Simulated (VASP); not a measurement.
Here is a VASP 6.6.1 calculation.

INCAR

```
SYSTEM = CuAu
  ALGO = Normal
  EDIFF = 1E-6
  ENCUT = 600
  GGA = CA
  GGA_COMPAT = .False.
  ISIF = 2
  ISMEAR = -1
  LASPH = .True.
  LCHARG = .False.
  LREAL = .False.
  LWAVE = .False.
  NBANDS = 18
  NELM = 120
  PREC = Accurate
  SIGMA = 0.05
```

KPOINTS

```
k-points
0
Gamma
  10 10 10
  0 0 0
```

The input POSCAR:

```
CuAu
1.0
    1.4014759972      0.8091425443      4.1335245654
   -1.4014759972      0.8091425443      4.1335245654
    0.0000000000     -1.6182850885      4.1335245654
Cu Au
1 1
Direct
    0.5000000000      0.5000000000      0.5000000000
    0.0000000000      0.0000000000      0.0000000000
```

Potentials or basis: VASP PAW LDA potentials, release 64 (Cu, Au).

Run with:

```sh
$ cat potpaw_LDA.64/Cu/POTCAR potpaw_LDA.64/Au/POTCAR > POTCAR
$ mpirun -np 1 vasp_std > vasp.out
```

(1) Estimate the band gap on the k mesh.

(2) What does it give for the pressure?

Results:

(1) zero (bands 11 and 12 overlap by 4.94 eV).

(2) 1.0 GPa.

Caveat: spin-orbit coupling is left out, which moves the levels of the heavy elements.
